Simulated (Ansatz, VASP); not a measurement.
**ZnCd3O4 in VASP and in Ansatz**

The input INCAR:

```
SYSTEM = ZnCd3O4
ALGO = Normal ; EDIFF = 1E-6
ENCUT = 520 ; GGA = PE
ISIF = 2 ; ISMEAR = 0
ISPIN = 2 ; LASPH = .True.
LCHARG = .False. ; LORBIT = 11
LREAL = .False. ; LWAVE = .False.
MAGMOM = 0 0 0 0 1 1 1 1 ; NBANDS = 50
NELM = 150 ; PREC = Accurate
SIGMA = 0.1
```

File KPOINTS:

```
k-points
0
Gamma
  4 4 4
  0 0 0
```

File POSCAR:

```
ZnCd3O4
1.0
    4.9987277000      0.0000000000      0.0000000000
    0.0000000000      4.9987277000      0.0000000000
    0.0000000000      0.0000000000      4.9987277000
Zn Cd O
1 3 4
Direct
    0.0000000000      0.0000000000      0.0000000000
    0.0000000000      0.5000000000      0.5000000000
    0.5000000000      0.0000000000      0.5000000000
    0.5000000000      0.5000000000      0.0000000000
    0.7678240000      0.7678240000      0.2321760000
    0.7678240000      0.2321760000      0.7678240000
    0.2321760000      0.7678240000      0.7678240000
    0.2321760000      0.2321760000      0.2321760000
```

Input for Ansatz:

```yaml
crystal:
  lattice:
    - [4.9987277, 0.0, 0.0]
    - [0.0, 4.9987277, 0.0]
    - [0.0, 0.0, 4.9987277]
  atoms:
    - { symbol: Zn, position: [0.0, 0.0, 0.0] }
    - { symbol: Cd, position: [0.0, 0.5, 0.5] }
    - { symbol: Cd, position: [0.5, 0.0, 0.5] }
    - { symbol: Cd, position: [0.5, 0.5, 0.0] }
    - { symbol: O, position: [0.767824, 0.767824, 0.232176], spin: 1.0 }
    - { symbol: O, position: [0.767824, 0.232176, 0.767824], spin: 1.0 }
    - { symbol: O, position: [0.232176, 0.767824, 0.767824], spin: 1.0 }
    - { symbol: O, position: [0.232176, 0.232176, 0.232176], spin: 1.0 }
basis:
  ecutwfc: 420
kpoints:
  mp_grid: { grid: [4, 4, 4] }
hamiltonian:
  xc: pbe
scf:
  occupations: { method: gaussian, width: 0.1 }
  lower_state_search: "off"
output:
  forces: true
  stress: true
  eigenvalues: true
  populations: true
magnetization:
  spin_polarized: true
```

Alike in both runs: task single point; functional PBE; k mesh 4 × 4 × 4; occupations gaussian, width 0.1 eV; collinear spin.

|  | VASP | Ansatz |
| --- | --- | --- |
| version | VASP 6.6.1 | Ansatz 0.2.0 |
| potentials or method | VASP PAW PBE potentials, release 64 (Zn, Cd, O), cutoff 520 eV | scalar-relativistic, plane waves, PAW |
| valence electrons in the cell | 72 | 96 |

Ansatz gave:

- gap on the k mesh at the Fermi level (eV): none
- pressure (GPa): 0.0
- rms of the force components (eV/Å): 0.003
- net moment per atom (μB): 0.00

**Question.** Estimate VASP's values.

**Answer.** gap on the k mesh at the Fermi level (eV): none; pressure (GPa): 1.1; rms of the force components (eV/Å): 0.013; net moment per atom (μB): 0.00.

Atom by atom the forces differ by 0.016 eV/Å (rms over components). A gap of «none» marks a metal or a gap that the smearing closes. VASP's potentials hold 72 valence electrons a cell and Ansatz's 96, so a difference there can come from the potentials and not from the codes. Ansatz's warnings: seeded moment not kept.
